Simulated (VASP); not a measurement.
# Mg5As in VASP: further runs

Mg5As is run at these levels: PBE; tasks: single point.

Program: VASP 6.6.1. These are calculated values, not measurements. Logs are shortened: lines on timing, memory, paths and dates and some standing lists are left out, and cuts for length are marked.

## Step 1: The cell of the first run

The structure is monoclinic, space group Cm (No. 8). The conventional cell has a = 11.668 Å, b = 3.144 Å, c = 7.428 Å, α = 90.00°, β = 106.64°, γ = 90.00°. Within 3.8 Å of As (site symmetry m) lie 10 Mg at 2.88 to 3.33 Å and 2 As at 3.14 Å. Mg (site symmetry m) has 2 As at 3.02 Å and 11 Mg at 3.12 to 4.04 Å within 4.1 Å. Within 3.9 Å of Mg (site symmetry m) lie 3 As at 2.99 to 3.33 Å and 9 Mg at 3.02 to 3.20 Å. Within 3.8 Å of Mg (site symmetry m) lie 2 As at 2.88 Å and 10 Mg at 3.14 to 3.48 Å. Within 4.0 Å of Mg (site symmetry m) lie 11 Mg at 3.07 to 3.20 Å and 1 As at 3.17 Å. Mg (site symmetry m) has 10 Mg at 3.02 to 3.20 Å and 2 As at 3.23 Å within 4.0 Å.

## Step 2: Single point, PBE

The input, INCAR:

```
SYSTEM = Mg5As
PREC = Accurate ; ENCUT = 520
EDIFF = 1E-6 ; ISMEAR = -1
SIGMA = 0.05 ; LREAL = .False.
LASPH = .True. ; NELM = 100
ALGO = Fast ; ISIF = 2
LWAVE = .False. ; LCHARG = .False.
GGA = PE ; NBANDS = 16
```

The input, KPOINTS:

```
regular mesh
0
Gamma
  9 9 4
  0 0 0
```

The input, POSCAR:

```
Mg5As
1.0
    5.8338050000     -1.5722190000      0.0000000000
    5.8338050000      1.5722190000      0.0000000000
   -2.1269910000      0.0000000000      7.1168040000
As Mg
1 5
Direct
    0.6068780000      0.6068780000      0.7146890000
    0.0043330000      0.0043330000      0.9788790000
    0.3144710000      0.3144710000      0.6691700000
    0.9520330000      0.9520330000      0.4178470000
    0.6674250000      0.6674250000      0.3245480000
    0.2881970000      0.2881970000      0.0615340000
```

Potentials or basis: VASP PAW PBE potentials, release 64 (As, Mg).

Launch:

```sh
cat potpaw_PBE.64/As/POTCAR potpaw_PBE.64/Mg/POTCAR > POTCAR
mpirun -np 1 vasp_std > vasp.out
```

OUTCAR:

```text
SYSTEM = Mg5As
   PREC = Accurate
   ENCUT = 520
   EDIFF = 1E-6
   ISMEAR = -1
   LREAL = .False.
   LASPH = .True.
   NELM = 100
   ISIF = 2
   GGA = PE

 ion  position               nearest neighbor table
   1  0.607  0.607  0.715-   4 2.88   4 2.88   3 2.99   3 2.99   2 3.02   2 3.02   5 3.17   6 3.23
                             6 3.23
   2  0.004  0.004  0.979-   1 3.02   1 3.02   3 3.12   3 3.12   5 3.14   5 3.14   6 3.18   6 3.18
                             6 3.19   4 3.48
   3  0.314  0.314  0.669-   1 2.99   1 2.99   6 3.02   5 3.07   5 3.07   2 3.12   2 3.12   4 3.20
                             4 3.20
   4  0.952  0.952  0.418-   1 2.88   1 2.88   5 3.19   6 3.20   6 3.20   3 3.20   3 3.20   5 3.20
                             5 3.20   2 3.48
   5  0.667  0.667  0.325-   3 3.07   3 3.07   6 3.14   6 3.14   2 3.14   2 3.14   1 3.17   4 3.19
                             4 3.20   4 3.20
   6  0.288  0.288  0.062-   3 3.02   5 3.14   5 3.14   2 3.18   2 3.18   2 3.19   4 3.20   4 3.20
                             1 3.23   1 3.23

  LATTYP: Found a base centered monoclinic cell.
 ALAT       =    11.6676100000
 B/A-ratio  =     0.2695014660
 C/A-ratio  =     0.6366215794
 COS(beta)  =    -0.2863534319

  Lattice vectors:

 A1 = (   5.8338050000,  -1.5722190000,   0.0000000000)
 A2 = (   5.8338050000,   1.5722190000,   0.0000000000)
 A3 = (  -2.1269910000,   0.0000000000,   7.1168040000)

Analysis of symmetry for initial positions (statically):
=====================================================================
 Subroutine PRICEL returns:
 Original cell was already a primitive cell.

 Routine SETGRP: Setting up the symmetry group for a
 base centered monoclinic supercell.

 Subroutine GETGRP returns: Found  2 space group operations
 (whereof  2 operations were pure point group operations)
 out of a pool of  4 trial point group operations.

The static configuration has the point symmetry C_1h.

Analysis of symmetry for dynamics (positions and initial velocities):
=====================================================================
 Subroutine PRICEL returns:
 Original cell was already a primitive cell.

 Routine SETGRP: Setting up the symmetry group for a
 base centered monoclinic supercell.

 Subroutine GETGRP returns: Found  2 space group operations
 (whereof  2 operations were pure point group operations)
 out of a pool of  4 trial point group operations.

The dynamic configuration has the point symmetry C_1h.

 Subroutine INISYM returns: Found  2 space group operations
[... 106 lines left out ...]
   LREAL  =      F    real-space projection
   EDIFFG = 0.1E-04   stopping-criterion for IOM
   NSW    =      0    number of steps for IOM
   IBRION =     -1    ionic relax: 0-MD 1-quasi-New 2-CG
   NFREE  =      0    steps in history (QN), initial steepest desc. (CG)
   ISIF   =      2    stress and relaxation
   ISYM   =      2    0-nonsym 1-usesym 2-fastsym
   POTIM  = 0.5000    time-step for ionic-motion
   TEBEG  =    0.0;   TEEND  =   0.0 temperature during run
   PSTRESS=    0.0 pullay stress
   NELECT =      15.0000    total number of electrons
   NUPDOWN=      -1.0000    fix difference up-down
   EMIN   =  10.00;   EMAX   =-10.00  energy-range for DOS
   EFERMI =   0.00;   METHOD = LEGACY
   ISMEAR =    -1;   SIGMA  =   0.05  broadening in eV -4-tet -1-fermi 0-gaus
   EFERMI_NEDOS =   21; number of points for ismear=-14 and -15
   IALGO  =     68    algorithm
   IMIX   =      4    mixing-type and parameters
     AMIX     =   0.40;   BMIX     =  1.00
     AMIX_MAG =   1.60;   BMIX_MAG =  1.00
  volume/ion in A,a.u.               =      21.76       146.83
  Fermi-wavevector in a.u.,A,eV,Ry     =   0.795876  1.503987  8.618178  0.633418
  Thomas-Fermi vector in A             =   1.902289
   LORBIT       =      0    0 simple, 1 ext, 2 COOP (PROOUT), +10 PAW based schemes
   GGA     = PE    functional components
   LHFCALC =     F    Hartree Fock is set to
   AEXX    =    0.0000 exact exchange contribution
   IVDW    =     0    specifies the selected vdW correction
   LEPSILON=     F    determine dielectric tensor
   LRPA    =     F    only Hartree local field effects (RPA)
 non-spin polarized calculation
 RMM-DIIS sequential band-by-band and
  energy-cutoff  :      520.00
  volume of cell :      130.55
 maximum number of plane-waves:      3546
 NGX is ok and might be reduce to    48
   NGX = 23   NGY = 23   NGZ = 27

 number of electron      15.0000001 magnetization

 Free energy of the ion-electron system (eV)
  ---------------------------------------------------
  ext. energy  EPLUGINS =         0.00000000
  ---------------------------------------------------
  free energy    TOTEN  =       -12.59899963 eV

  energy without entropy =      -12.57442237  energy(sigma->0) =      -12.58671100

 E-fermi :   3.4095     XC(G=0):  -8.8823

 val. band max:        3.3990682861   @ k =  -0.4444   0.1111   0.5000
 cond. band min:       3.4102429249   @ k =  -0.1111   0.2222   0.2500
 fundamental gap:      0.0111746388
 Fermi energy:         3.4094862352

 k-point     1 :       0.0000    0.0000    0.0000
  band No.  band energies     occupation
      1      -8.3970      2.00000
      2      -2.6016      2.00000
      3      -1.8619      2.00000
      4      -0.8990      2.00000
      5       0.0633      2.00000
      6       1.0340      2.00000
[... 433 lines left out ...]
      3      -1.7663      2.00000
      4      -1.4532      2.00000
      5       0.0498      2.00000
      6       0.8634      2.00000
[... 8 lines left out ...]
     15       9.4459      0.00000
     16      10.5000      0.00000

 [... further k-points ...]
[... 5 lines left out ...]
  --------------------------------------------------------------------------------------
  -------------------------------------------------------------------------------------
  Total        0.0602368     -0.0331404     -0.1497361      0.0000000      0.0000000      0.0821167
  in kB        0.7392517     -0.4067132     -1.8376258      0.0000000      0.0000000      1.0077718
  external PRESSURE =      -0.5016958 kB  Pullay stress =       0.0000000 kB

 VOLUME and BASIS-vectors are now :
 -----------------------------------------------------------------------------
  energy-cutoff  :      520.00
  volume of cell :      130.55
      direct lattice vectors                 reciprocal lattice vectors
     5.833805000 -1.572219000  0.000000000     0.085707356 -0.318021853  0.025615258
     5.833805000  1.572219000  0.000000000     0.085707356  0.318021853  0.025615258
    -2.126991000  0.000000000  7.116804000     0.000000000  0.000000000  0.140512511

 POSITION                                       TOTAL-FORCE (eV/Angst)
 -----------------------------------------------------------------------------------
      5.56068      0.00000      5.08630         0.011402      0.000000      0.006436
     -2.03151      0.00000      6.96649         0.013313      0.000000     -0.010562
      2.24581      0.00000      4.76235        -0.024540      0.000000      0.021904
     10.21919      0.00000      2.97374        -0.023679      0.000000      0.000520
      7.09694      0.00000      2.30974         0.012601      0.000000     -0.008402
      3.23169      0.00000      0.43793         0.010903      0.000000     -0.009896
 -----------------------------------------------------------------------------------
    total drift:                                0.000106     -0.000000     -0.000683

  FREE ENERGIE OF THE ION-ELECTRON SYSTEM (eV)
  ---------------------------------------------------
  free  energy   TOTEN  =       -12.5989996292 eV

  energy  without entropy=      -12.5744223715  energy(sigma->0) =      -12.58671100
```

stdout:

```text
POSCAR found type information on POSCAR AsMg
 POSCAR found :  2 types and       6 ions
 scaLAPACK will be used
 LDA part: xc-table for (Slater+PW92), standard interpolation
 POSCAR, INCAR and KPOINTS ok, starting setup
 FFT: planning ... GRIDC
 FFT: planning ... GRID_SOFT
 FFT: planning ... GRID
 WAVECAR not read
 entering main loop
```

Run time: 3.3 min. Hardware: 1 thread of Intel Xeon Platinum 8488C (Sapphire Rapids), shared host; peak memory 0.46 GiB.

Results:

```yaml
Free_energy: -12.5990 eV
Pressure: -0.1 GPa
Largest_force: 0.033 eV/Å
Band_gap_on_the_k_mesh: zero (an odd number of electrons rules out a gap without spin polarisation)
```

Forces in eV/Å, atoms in the order of the input:
```
As   0.011  0.000  0.006
Mg   0.013  0.000 -0.011
Mg  -0.025  0.000  0.022
Mg  -0.024  0.000  0.001
Mg   0.013  0.000 -0.008
Mg   0.011  0.000 -0.010
```

Levels at points of the mesh, in eV from the Fermi level:
```
           k point  band 3  band 4  band 5  band 6  band 7  band 8  band 9  band 10  band 11  band 12
(0.00, 0.00, 0.00)   -5.27   -4.31   -3.35   -2.38   -1.84    0.61    1.58     2.23     2.49     3.55
(0.00, 0.00, 0.50)   -4.47   -4.37   -2.97   -1.69   -1.40   -0.48   -0.01     0.55     2.24     4.94
```

## Step 3: Single point, PBE (atoms moved at random)

The input, INCAR:

```
  PREC = Accurate
  ENCUT = 520
  EDIFF = 1E-6
  ISMEAR = -1
  SIGMA = 0.05
  LREAL = F
  LASPH = T
  NELM = 60
  ALGO = Fast
  ISIF = 2
  LWAVE = F
  LCHARG = F
  GGA = PE
  NBANDS = 16
```

The input, KPOINTS:

```
regular mesh
0
Gamma
  9 9 4
```

The input, POSCAR:

```
Mg5As
1.0
    5.8338050000     -1.5722190000      0.0000000000
    5.8338050000      1.5722190000      0.0000000000
   -2.1269910000      0.0000000000      7.1168040000
As Mg
1 5
Direct
    0.6162170000      0.5934760000      0.7115660000
   -0.0054180000      0.0108380000      0.9729150000
    0.3032780000      0.3222410000      0.6644060000
    0.9472940000      0.9458320000      0.4124030000
    0.6765870000      0.6737330000      0.3214570000
    0.2963540000      0.2818020000      0.0630630000
```

Potentials or basis: VASP PAW PBE potentials, release 64 (As, Mg).

Launch:

```sh
cat potpaw_PBE.64/As/POTCAR potpaw_PBE.64/Mg/POTCAR > POTCAR
mpirun -np 1 vasp_std > vasp.out
```

It took 5.4 min on 1 thread of Intel Xeon Platinum 8488C (Sapphire Rapids), shared host; peak memory 0.58 GiB.

It converged, with:

```yaml
Free_energy: -12.5668 eV
Pressure: 0.1 GPa
Largest_force: 0.372 eV/Å
Band_gap_on_the_k_mesh: zero (an odd number of electrons rules out a gap without spin polarisation)
```

Forces in eV/Å, atoms in the order of the input:
```
As  -0.001  0.039 -0.049
Mg   0.071 -0.033  0.056
Mg  -0.067 -0.047  0.161
Mg   0.303 -0.006  0.113
Mg  -0.368  0.015 -0.052
Mg   0.063  0.033 -0.228
```

Stress tensor (GPa, compression positive):
```
 0.25  0.03  0.02
 0.03 -0.08 -0.05
 0.02 -0.05  0.01
```

Levels at points of the mesh, in eV from the Fermi level:
| k point | band 5 | band 6 | band 7 | band 8 | band 9 | band 10 |
| --- | --- | --- | --- | --- | --- | --- |
| (0.00, 0.00, 0.00) | -3.33 | -2.41 | -1.87 | 0.63 | 1.59 | 2.30 |
| (0.00, 0.00, 0.50) | -2.96 | -1.65 | -1.32 | -0.46 | -0.08 | 0.53 |

Caveat: the cell differs from its parent crystal (atoms moved at random).
